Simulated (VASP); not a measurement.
Write the native input for VASP 6.6.1 that does the following.

```
Task                   : single point
Functional             : PBEsol
Dispersion             : D3(BJ)
Potentials or basis    : VASP PAW PBE potentials, release 64 (Sn_d)
Cutoff                 : 520 eV
k mesh                 : 18 × 18 × 18
Occupations            : gaussian, width 0.15 eV
Spin                   : no spin polarisation
Dipole correction      : no
Further INCAR settings : ALGO = Fast; EDIFF = 1e-06; NBANDS = 13
```

The structure of Sn lies in POSCAR:

```
Sn
1.0
   -1.8946518192      1.8946518192      1.7430796737
    1.8946518192     -1.8946518192      1.7430796737
    1.8946518192      1.8946518192     -1.7430796737
Sn
1
Direct
    0.0000000000      0.0000000000      0.0000000000
```

This cell differs from its parent crystal: strain +0.000 along x and y, -0.080 along z.

One way to write it, as run:

INCAR

```
ALGO     = Fast           # electronic algorithm
EDIFF    = 1E-6           # SCF threshold, eV
ENCUT    = 520            # plane-wave cutoff, eV
GGA      = PS             # functional
ISIF     = 2              # what is computed and relaxed
ISMEAR   = 0              # smearing method
IVDW     = 12             # dispersion correction
LASPH    = T              # aspherical terms in the spheres
LCHARG   = F              # write CHGCAR
LREAL    = F              # projectors in reciprocal space
LWAVE    = F              # write WAVECAR
NBANDS   = 13             # bands
NELM     = 80             # most SCF steps
PREC     = Accurate       # precision mode
SIGMA    = 0.15           # smearing width, eV
```

KPOINTS

```
k-points
0
Gamma
  18 18 18
```

Potentials or basis: VASP PAW PBE potentials, release 64 (Sn_d).

Command:

```sh
$ cat potpaw_PBE.64/Sn_d/POTCAR > POTCAR
$ mpirun -np 1 vasp_std > vasp.out
```

Results of the run:

```json
{"Pressure": "0.0 GPa", "Band gap on the k mesh": "zero (band 7 reaches 17.32 eV, above the bottom of band 8 at 6.36 eV)", "Dispersion energy per atom": "-0.424 eV"}
```

Caveat: the cell differs from its parent crystal (strain +0.000 along x and y, -0.080 along z); the PAW data sets were made with another functional, which shifts forces and pressure a little; spin-orbit coupling is left out, which moves the levels of the heavy elements; pairwise dispersion overbinds metals, which lowers pressure and volume.

Run time: 50 s on 1 thread of Intel(R) Xeon(R) Platinum 8559C (Emerald Rapids) (shared host), peak memory 0.26 GiB.
